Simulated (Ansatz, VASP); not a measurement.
**BeSi: VASP beside Ansatz**

The input INCAR:

```
SYSTEM = BeSi
  PREC = Accurate
  ENCUT = 520
  EDIFF = 1E-6
  ISMEAR = -1
  SIGMA = 0.05
  LREAL = .FALSE.
  LASPH = .TRUE.
  NELM = 80
  ALGO = Normal
  ISIF = 2
  LWAVE = .FALSE.
  LCHARG = .FALSE.
  GGA = PE
  NBANDS = 10
```

Contents of KPOINTS:

```
Automatic mesh
0
G
  14 14 11
  0 0 0
```

POSCAR

```
BeSi
1.0
    2.5685518865      0.0000000000      0.0000000000
    0.0000000000      2.5685518865      0.0000000000
    0.0000000000      0.0000000000      3.3854858241
Be Si
1 1
Direct
    0.0000000000      0.0000000000      0.0000000000
    0.5000000000      0.5000000000      0.5000000000
```

Input for Ansatz:

```yaml
crystal:
  lattice:
    - [2.5685518865, 0.0, 0.0]
    - [0.0, 2.5685518865, 0.0]
    - [0.0, 0.0, 3.3854858241]
  atoms:
    - { symbol: Be, position: [0.0, 0.0, 0.0] }
    - { symbol: Si, position: [0.5, 0.5, 0.5] }
kpoints:
  mp_grid: { grid: [14, 14, 11] }
scf:
  occupations: { method: fermi_dirac, width: 0.05 }
hamiltonian:
  xc: pbe
  pseudopotentials: { kind: all_electron, lapw: { basis_error: 0.001 } }
output:
  forces: true
  stress: true
  eigenvalues: true
```

Change from the starting cell: z stretched by -1 % at fixed volume.

Alike in both runs: task single point; functional PBE; k mesh 14 × 14 × 11; occupations fermi-dirac, width 0.05 eV; no spin polarisation.

```csv
,VASP,Ansatz
version,VASP 6.6.1,Ansatz 0.2.0
potentials or method,"VASP PAW PBE potentials, release 64 (Be, Si), cutoff 520 eV","all-electron LAPW, scalar-relativistic"
```

|  | VASP | Ansatz | Ansatz less VASP |
| --- | --- | --- | --- |
| pressure (GPa) | 0.2 | 0.3 | +0.03 |
| traceless stress, the component that is largest in VASP (GPa) | 2.29 | 2.26 | -0.029 |

Ansatz ran all-electron here, and VASP with PAW potentials.
